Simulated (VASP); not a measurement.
A run of VASP 6.6.1 is set up as follows.

File INCAR:

```
SYSTEM = PtSe2
PREC = Accurate
ENCUT = 520
EDIFF = 1E-7
ISMEAR = 1
SIGMA = 0.0603
LREAL = .False.
LASPH = .True.
NELM = 150
ALGO = Normal
ISIF = 2
LWAVE = .False.
LCHARG = .True.
LNONCOLLINEAR = .True.
MAGMOM = 0 0 0 0 0 0 0 0 0
LORBIT = 11
LSORBIT = .True.
GGA_COMPAT = .False.
LORBMOM = .True.
LMAXMIX = 4
GGA = PE
LVHAR = .True.
NBANDS = 35
```

The input KPOINTS:

```
regular mesh
0
Gamma
  8 8 5
  0 0 0
```

POSCAR

```
PtSe2
1.0
    1.8725980000      3.2434340000      0.0000000000
   -1.8725980000      3.2434340000      0.0000000000
    0.0000000000      0.0000000000      5.3260590000
Pt Se
1 2
Direct
    0.0000000000      0.0000000000      0.0000000000
    0.3333000000      0.3334000000      0.2270000000
    0.6667000000      0.6666000000      0.7730000000
```

Potentials or basis: VASP PAW PBE potentials, release 64 (Pt, Se).

Run with:

```sh
$ cat potpaw_PBE.64/Pt/POTCAR potpaw_PBE.64/Se/POTCAR > POTCAR
$ mpirun -np 1 vasp_ncl > vasp.out
```

(1) Predict the largest force.

(2) What does it give for the net moment?

(3) Estimate the pressure.

## Answers

(1) 1.197 eV/Å.

(2) 0.00 μB per cell.

(3) 8.2 GPa.

Caveat: the cell stands under pressure; forces of over 1 eV/Å act on the atoms, so gaps and moduli don't describe the material at rest.
